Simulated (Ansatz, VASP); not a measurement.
**One calculation of Sn, two programs**

File POSCAR:

```
Sn
1.0
    0.0000000000      3.2844597808      3.2844597808
    3.2844597808      0.0000000000      3.2844597808
    3.2844597808      3.2844597808      0.0000000000
Sn
2
Direct
    0.0000000000      0.0000000000      0.0000000000
    0.2500000000      0.2500000000      0.2500000000
```

INCAR.step1

```
PREC = Accurate
ENCUT = 520
EDIFF = 1E-5
ISMEAR = -1
SIGMA = 0.02
LREAL = False
LASPH = True
NELM = 80
ALGO = Normal
ISIF = 2
LWAVE = True
NBANDS = 21
GGA = PE
```

File INCAR.step2:

```
PREC = Accurate
ENCUT = 520
EDIFF = 1E-7
ISMEAR = -1
SIGMA = 0.02
LREAL = False
LASPH = True
NELM = 80
ALGO = Normal
ISIF = 2
LWAVE = False
LCHARG = True
GGA = PE
LHFCALC = True
HFSCREEN = 0.2079
PRECFOCK = Normal
LELF = True
LVHAR = True
NBANDS = 21
ISTART = 1
```

Contents of KPOINTS:

```
regular mesh
0
Gamma
  4 4 4
```

Input for Ansatz:

```yaml
crystal:
  lattice:
    - [0.0, 3.2844597808, 3.2844597808]
    - [3.2844597808, 0.0, 3.2844597808]
    - [3.2844597808, 3.2844597808, 0.0]
  atoms:
    - { symbol: Sn, position: [0.0, 0.0, 0.0] }
    - { symbol: Sn, position: [0.25, 0.25, 0.25] }
kpoints:
  mp_grid: { grid: [4, 4, 4] }
  band_path:
    path:
      - [0.0, 0.0, 0.0]
      - [0.5, 0.0, 0.5]
      - [0.625, 0.25, 0.625]
      - [0.375, 0.375, 0.75]
      - [0.5, 0.5, 0.5]
      - [0.5, 0.25, 0.75]
    npoints: 1
hamiltonian:
  xc: hse06
scf:
  occupations: { method: fermi_dirac, width: 0.02 }
  n_extra_bands: 4
output:
  forces: true
  stress: true
  eigenvalues: true
```

Alike in both runs: task single point; functional HSE06; k mesh 4 × 4 × 4; occupations fermi-dirac, width 0.02 eV; no spin polarisation.

|  | VASP | Ansatz |
| --- | --- | --- |
| version | VASP 6.6.1 | Ansatz 0.2.0 |
| potentials or method | VASP PAW PBE potentials, release 64 (Sn_d) | plane waves, PAW |
| plane-wave cutoff (eV) | 520 | 420 |
| valence electrons in the cell | 28 | 28 |

```csv
,VASP,Ansatz,Ansatz less VASP
pressure (GPa),0.2,0.2,+0.04
```

Ansatz's warnings: filled band counts differ across k points, stress exchange threshold loose, stress scf threshold loose.

The k mesh is coarse, so the values compare programs but aren't converged.
